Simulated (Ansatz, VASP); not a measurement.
**Two plane-wave programs on MnO2**

```
Mn O
1.0
     2.85658    0.00000    0.00000
    -1.42829    2.47387    0.00000
     0.00000    0.00000    4.60137
Mn O
1 2
Direct
  0.00000 0.00000 0.50000
  0.66667 0.33333 0.29371
  0.33333 0.66667 0.70629
```

Alike in both runs: task single point; functional LDA; k mesh 11 × 11 × 6; occupations fermi-dirac, width 0.03 eV; collinear spin; Hubbard terms Mn d U = 3.0 eV.

|  | VASP | Ansatz |
| --- | --- | --- |
| version | VASP 6.6.1 | Ansatz 0.2.0 |
| potentials or method | VASP PAW LDA potentials, release 64 (Mn_pv, O) | PAW with Ansatz's default frozen-core files, scalar-relativistic |
| plane-wave cutoff (eV) | 520 | 420 |
| valence electrons in the cell | 25 | 27 |

Ansatz gave:

* gap on the k mesh at the Fermi level (eV): 1.76
* pressure (GPa): -5.0
* traceless stress, the component that is largest in VASP (GPa): 0.36
* rms of the force components (eV/Å): 0.178
* net moment per atom (μB): 1.00
* size of the moment on the site where the two differ most (μB): 2.67

Question: What did VASP give for the same quantities?

Answer: gap on the k mesh at the Fermi level (eV): 1.79; pressure (GPa): -4.2; traceless stress, the component that is largest in VASP (GPa): 0.40; rms of the force components (eV/Å): 0.129; net moment per atom (μB): 1.00; size of the moment on the site where the two differ most (μB): 3.02.

LDA's correlation is that of Perdew and Zunger in VASP and of Perdew and Wang (1992) in Ansatz. Site moments also hang on the region over which each program counts them. The programs project onto different local orbitals, so the same U acts differently, and such runs can settle in different states. Atom by atom the forces differ by 0.050 eV/Å (rms over components). VASP's potentials hold 25 valence electrons a cell and Ansatz's 27, so a difference there can come from the potentials and not from the codes.
